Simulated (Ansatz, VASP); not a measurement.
# Mo: VASP beside Ansatz

```
CELL_PARAMETERS angstrom
3.12958 0.00000 0.00000
0.00000 3.12958 0.00000
0.00000 0.00000 28.51832
ATOMIC_POSITIONS crystal
Mo 0.00000 0.00000 0.28626
Mo 0.50000 0.50000 0.33425
Mo 0.00000 0.00000 0.39062
Mo 0.50000 0.50000 0.44525
Mo 0.00000 0.00000 0.50000
Mo 0.50000 0.50000 0.55475
Mo 0.00000 0.00000 0.60938
Mo 0.50000 0.50000 0.66575
Mo 0.00000 0.00000 0.71374
```

Alike in both runs: functional PBEsol; k mesh 11 × 11 × 1; no spin polarisation.

Ansatz relaxed the structure, and its values are those at the end. VASP's run is a single point on that final structure, the one shown.

|  | VASP | Ansatz |
| --- | --- | --- |
| version | VASP 6.6.1 | Ansatz 0.2.0 |
| potentials or method | VASP PAW PBE potentials, release 64 (Mo_sv) | plane-wave PAW, scalar-relativistic |
| plane-wave cutoff (eV) | 520 | 420 |
| occupations | methfessel-paxton of order 1, width 0.1 eV | cold, width 0.1 eV |
| valence electrons in the cell | 126 | 126 |

VASP gave:

```
rms of the force components (eV/Å) : 0.015
```

Q: Estimate Ansatz's values.

A: rms of the force components (eV/Å): 0.003.

VASP's potentials were made for PBE, not for PBEsol, and Ansatz warns of the same on its side.
